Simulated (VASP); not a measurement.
Input of a VASP 6.6.1 run:

INCAR

```
ALGO = Normal
EDIFF = 1E-7
ENCUT = 520
GGA = PS
ISIF = 2
ISMEAR = -1
IVDW = 13
LASPH = True
LCHARG = False
LREAL = False
LWAVE = False
NBANDS = 14
NELM = 60
PREC = Accurate
SIGMA = 0.05
```

KPOINTS

```
k-points
0
Gamma
  8 8 8
```

POSCAR

```
NaCl
1.0
    3.5021900000      0.0000000000      0.0000000000
    0.0000000000      3.5021900000      0.0000000000
    0.0000000000      0.0000000000      3.5021900000
Cl Na
1 1
Direct
    0.5000000000      0.5000000000      0.5000000000
    0.0000000000      0.0000000000      0.0000000000
```

Potentials or basis: VASP PAW PBE potentials, release 64 (Cl, Na_pv).

Run with:

```bash
$ cat potpaw_PBE.64/Cl/POTCAR potpaw_PBE.64/Na_pv/POTCAR > POTCAR
$ mpirun -np 1 vasp_std > vasp.out
```

Problem. Estimate the pressure.

Solution. -1.7 GPa.

Problem. Predict the band gap on the k mesh.

Solution. 3.84 eV (least direct gap 4.34 eV).

Problem. Estimate the dispersion energy per atom.

Solution. -0.060 eV.

Caveat: the PAW data sets were made with another functional, which shifts forces and pressure a little. A k mesh can miss the band edges.
